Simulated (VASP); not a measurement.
# Zr3O (P6_322) in VASP: further runs, part 2 of 2

VASP 6.6.1. Earlier steps stand in the parts before.

### 4 Single point, PBEsol (strain -0.040 along x and y, +0.000 along z)

Contents of INCAR:

```
SYSTEM = Zr3O
  ALGO = Fast
  EDIFF = 1E-7
  ENCUT = 520
  GGA = PS
  ISIF = 2
  ISMEAR = 0
  LASPH = .True.
  LCHARG = .True.
  LELF = .True.
  LREAL = .False.
  LVHAR = .True.
  LWAVE = .False.
  NBANDS = 52
  NELM = 100
  PREC = Accurate
  SIGMA = 0.15
```

Contents of KPOINTS:

```
k-points
0
Gamma
  12 12 8
  0 0 0
```

Contents of POSCAR:

```
Zr3O
1.0
    5.3600563542      0.0000000000      0.0000000000
   -2.6800281771      4.6419449684      0.0000000000
    0.0000000000      0.0000000000      5.1559330596
Zr O
6 2
Direct
    0.3393912867      0.0000000000      0.0000000000
    0.3393912867      0.3393912867      0.5000000000
    0.0000000000      0.3393912867      0.0000000000
    0.6606087133      0.0000000000      0.5000000000
    0.6606087133      0.6606087133      0.0000000000
    0.0000000000      0.6606087133      0.5000000000
    0.3333333333      0.6666666667      0.2500000000
    0.6666666667      0.3333333333      0.7500000000
```

Potentials or basis: VASP PAW PBE potentials, release 64 (Zr_sv, O).

On the command line:

```bash
$ cat potpaw_PBE.64/Zr_sv/POTCAR potpaw_PBE.64/O/POTCAR > POTCAR
$ mpirun -np 1 vasp_std > vasp.out
```

OUTCAR:

```text
SYSTEM = Zr3O
   EDIFF = 1E-7
   ENCUT = 520
   GGA = PS
   ISIF = 2
   ISMEAR = 0
   LASPH = .True.
   LREAL = .False.
   NELM = 100
   PREC = Accurate

 ion  position               nearest neighbor table
   1  0.339  0.000  0.000-   7 2.19   8 2.19   5 3.07   3 3.07   5 3.07   3 3.07   4 3.10   4 3.10
                             3 3.15   5 3.15   2 3.16   6 3.16   6 3.16   2 3.16
   2  0.339  0.339  0.500-   7 2.19   8 2.19   4 3.07   4 3.07   6 3.07   6 3.07   5 3.10   5 3.10
                             6 3.15   4 3.15   1 3.16   1 3.16   3 3.16   3 3.16
   3  0.000  0.339  0.000-   8 2.19   7 2.19   1 3.07   1 3.07   5 3.07   5 3.07   6 3.10   6 3.10
                             5 3.15   1 3.15   4 3.16   4 3.16   2 3.16   2 3.16
   4  0.661  0.000  0.500-   8 2.19   7 2.19   6 3.07   2 3.07   2 3.07   6 3.07   1 3.10   1 3.10
                             6 3.15   2 3.15   3 3.16   5 3.16   3 3.16   5 3.16
   5  0.661  0.661  0.000-   8 2.19   7 2.19   1 3.07   1 3.07   3 3.07   3 3.07   2 3.10   2 3.10
                             3 3.15   1 3.15   4 3.16   4 3.16   6 3.16   6 3.16
   6  0.000  0.661  0.500-   7 2.19   8 2.19   4 3.07   4 3.07   2 3.07   2 3.07   3 3.10   3 3.10
                             2 3.15   4 3.15   1 3.16   1 3.16   5 3.16   5 3.16
[... 215 lines left out ...]
      4     -37.5122      2.00000
      5     -37.4950      2.00000
      6     -37.4950      2.00000
[... 1309 lines left out ...]
     51      13.6259      0.00000
     52      14.0769      0.00000

 [... further k-points ...]

------------------------ aborting loop because EDIFF is reached ----------------------------------------

  FORCE on cell =-STRESS in cart. coord.  units (eV):
  Direction    XX          YY          ZZ          XY          YZ          ZX
  --------------------------------------------------------------------------------------
  -------------------------------------------------------------------------------------
  Total       13.4305624     13.4305624      8.5139120      0.0000000      0.0000000      0.0000000
  in kB      167.7367283    167.7367283    106.3317905      0.0000000      0.0000000      0.0000000
  external PRESSURE =     147.2684157 kB  Pullay stress =       0.0000000 kB

 VOLUME and BASIS-vectors are now :
 -----------------------------------------------------------------------------
  energy-cutoff  :      520.00
  volume of cell :      128.29
      direct lattice vectors                 reciprocal lattice vectors
     5.360056354  0.000000000  0.000000000     0.186565203  0.107713470  0.000000000
    -2.680028177  4.641944968  0.000000000     0.000000000  0.215426940  0.000000000
     0.000000000  0.000000000  5.155933060     0.000000000  0.000000000  0.193951316

 POSITION                                       TOTAL-FORCE (eV/Angst)
 -----------------------------------------------------------------------------------
      1.81916      0.00000      0.00000        -0.398447      0.000000      0.000000
      0.90958      1.57544      2.57797        -0.199224     -0.345065      0.000000
     -0.90958      1.57544      0.00000         0.199224     -0.345065     -0.000000
      3.54090      0.00000      2.57797         0.398447     -0.000000      0.000000
      1.77045      3.06651      0.00000         0.199224      0.345065      0.000000
     -1.77045      3.06651      2.57797        -0.199224      0.345065      0.000000
     -0.00000      3.09463      1.28898         0.000000      0.000000     -0.000000
      2.68003      1.54731      3.86695         0.000000      0.000000      0.000000
 -----------------------------------------------------------------------------------
    total drift:                               -0.000001      0.000000     -0.000000

  FREE ENERGIE OF THE ION-ELECTRON SYSTEM (eV)
  ---------------------------------------------------
  free  energy   TOTEN  =       -76.1578863894 eV

  energy  without entropy=      -76.0929193674  energy(sigma->0) =      -76.12540288
```

It took 29 min on 1 thread of Oxide Virtual Turin-like, shared host; peak memory 0.53 GiB.

Results:

| Quantity | Value |
| --- | --- |
| Free energy | -76.1579 eV |
| Pressure | 14.7 GPa |
| Largest force | 0.398 eV/Å |
| Band gap on the k mesh | zero (bands 42 and 43 overlap by 0.46 eV) |

Forces on the atoms (eV/Å):
```
Zr  -0.398  0.000  0.000
Zr  -0.199 -0.345  0.000
Zr   0.199 -0.345  0.000
Zr   0.398  0.000  0.000
Zr   0.199  0.345  0.000
Zr  -0.199  0.345  0.000
O    0.000  0.000  0.000
O    0.000  0.000  0.000
```

Levels at points of the mesh, in eV from the Fermi level:
```tsv
k point	band 39	band 40	band 41	band 42	band 43	band 44	band 45	band 46
(0.00, 0.00, 0.00)	-0.87	-0.87	0.23	0.39	0.74	0.74	0.90	0.90
(0.50, 0.00, 0.00)	-1.45	-1.04	-0.49	-0.29	0.56	1.03	1.46	1.48
(0.00, 0.00, 0.50)	-0.21	-0.21	-0.08	-0.08	0.12	0.12	0.17	0.17
(0.50, 0.00, 0.50)	-0.97	-0.97	-0.49	-0.49	0.10	0.10	1.33	1.33
```

Caveat: the cell differs from its parent crystal (strain -0.040 along x and y, +0.000 along z); the stress differs along the axes, from 11 to 17 GPa; the PAW data sets were made with another functional, which shifts forces and pressure a little.

### 5 Overview

| cell | gap on the mesh (eV) | pressure (GPa) | largest force (eV/Å) |
| --- | --- | --- | --- |
| a = 5.583, b = 5.583, c = 5.568 Å, angles 90.0, 90.0, 120.0°, 8 atoms | none | -9.6 | 0.21 |
| a = 5.583, b = 5.583, c = 4.743 Å, angles 90.0, 90.0, 120.0°, 8 atoms | none | 15.2 | 0.25 |
| a = 5.360, b = 5.360, c = 5.156 Å, angles 90.0, 90.0, 120.0°, 8 atoms | none | 14.7 | 0.40 |

Alike in all rows: task single point; level PBEsol; potentials or basis VASP PAW PBE potentials, release 64 (Zr_sv, O); no spin polarisation; k mesh 12 × 12 × 8; cutoff (eV) 520; smearing gaussian 0.15 eV.

Caveats: the PAW data sets were made with another functional, which shifts forces and pressure a little; the stress differs along the axes, from -15 to -7 GPa (at least some runs); the stress differs along the axes, from 10 to 25 GPa (at least some runs); the stress differs along the axes, from 11 to 17 GPa (at least some runs).

Total energies depend on the potentials used, so only differences within one code and one set of settings carry meaning.
